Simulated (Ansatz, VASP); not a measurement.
## HfO2 in VASP and in Ansatz

```xyz
6
Lattice="-2.0093 2.0093 5.3235 2.0093 -2.0093 5.3235 2.0093 2.0093 -5.3235" Properties=species:S:1:pos:R:3 pbc="T T T"
Hf    0.0000    0.0000    0.0000
Hf    0.0000    2.0093    2.6617
O     0.0000    0.0000    8.4995
O     0.0000    2.0093    4.8092
O     0.0000    2.0093    0.5143
O     0.0000    0.0000    2.1474
```

Alike in both runs: functional PBE; k mesh 8 × 8 × 8; no spin polarisation.

Ansatz relaxed the structure, and its values are those at the end. VASP's run is a single point on that final structure, the one shown.

|  | VASP | Ansatz |
| --- | --- | --- |
| version | VASP 6.6.1 | Ansatz 0.2.0 |
| potentials or method | VASP PAW PBE potentials, release 64 (Hf_pv, O), cutoff 520 eV | scalar-relativistic, plane waves, PAW |
| occupations | gaussian, width 0.01 eV | fixed |
| valence electrons in the cell | 44 | 76 |

VASP gave:

```
gap on the k mesh at the Fermi level (eV) : 4.42
least direct gap on the mesh (eV)         : 4.65
pressure (GPa)                            : -2.4
rms of the force components (eV/Å)        : 0.023
```

Which values does Ansatz return?

gap on the k mesh at the Fermi level (eV): 4.43; least direct gap on the mesh (eV): 4.66; pressure (GPa): 0.0; rms of the force components (eV/Å): 0.000.

VASP's potentials hold 44 valence electrons a cell and Ansatz's 76, so a difference there can come from the potentials and not from the codes.

Spin-orbit coupling is off throughout.
